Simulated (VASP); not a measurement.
SiO2, 18 atoms in the cell. The structure is orthorhombic, space group Pmma (No. 51). Conventional cell: a = 5.254 Å, b = 7.564 Å, c = 8.096 Å, α = 90.00°, β = 90.00°, γ = 90.00°. Within 2.1 Å of Si (site symmetry m) lie 4 O at 1.60 to 1.61 Å. Si (site symmetry mm2) has 4 O at 1.61 Å within 2.1 Å. Within 2.1 Å of O (site symmetry 2) lie 2 Si at 1.61 Å. Within 2.1 Å of O (site symmetry mm2) lie 2 Si at 1.61 Å. O (site symmetry m) has 2 Si at 1.60 to 1.61 Å within 2.1 Å. Within 2.1 Å of O (site symmetry 2/m) lie 2 Si at 1.61 Å. 

```yaml
Program: VASP 6.6.1
Task: single point
Functional: LDA
Potentials_or_basis: VASP PAW LDA potentials, release 64 (Si, O)
Cutoff: 520 eV
k_mesh: 4 × 4 × 4
Occupations: gaussian, width 0.02 eV
Spin: no spin polarisation
Dipole_correction: no
Further_INCAR_settings: LREAL = Auto; ALGO = Normal; EDIFF = 1e-07; NBANDS = 63
```

Potentials or basis: VASP PAW LDA potentials, release 64 (Si, O).

Command:

```sh
$ cat potpaw_LDA.64/Si/POTCAR potpaw_LDA.64/O/POTCAR > POTCAR
$ mpirun -np 1 vasp_std > vasp.out
```

Hardware: 1 thread of AMD EPYC 9R45 96-Core Processor (Zen 5), on a shared host.

Question: How long does it take, and how much memory?

Answer: Run time: 7.5 min on 1 thread of AMD EPYC 9R45 96-Core Processor (Zen 5), on a shared host, peak memory 0.45 GiB. Counts: scf iterations 18, k points 27.
